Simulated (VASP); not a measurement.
Here is a VASP 6.6.1 calculation.

INCAR

```
  ALGO = Normal
  EDIFF = 1E-6
  ENCUT = 600
  GGA = CA
  GGA_COMPAT = False
  ISIF = 2
  ISMEAR = 0
  LASPH = True
  LCHARG = False
  LREAL = False
  LWAVE = False
  NBANDS = 11
  NELM = 120
  PREC = Accurate
  SIGMA = 0.02
```

KPOINTS

```
k-points
0
Gamma
  10 10 10
```

Contents of POSCAR:

```
MgO
1.0
    0.0000000000      2.0159630634      2.0159630634
    2.0159630634      0.0000000000      2.0159630634
    2.0159630634      2.0159630634      0.0000000000
Mg O
1 1
Direct
    0.0000000000      0.0000000000      0.0000000000
    0.5000000000      0.5000000000      0.5000000000
```

Potentials or basis: VASP PAW LDA potentials, release 64 (Mg, O).

Launch:

```sh
$ cat potpaw_LDA.64/Mg/POTCAR potpaw_LDA.64/O/POTCAR > POTCAR
$ mpirun -np 1 vasp_std > vasp.out
```

(1) What does it give for the pressure?

(2) Predict the band gap on the k mesh.

Answers

(1) 17.5 GPa.

(2) 6.05 eV, direct.
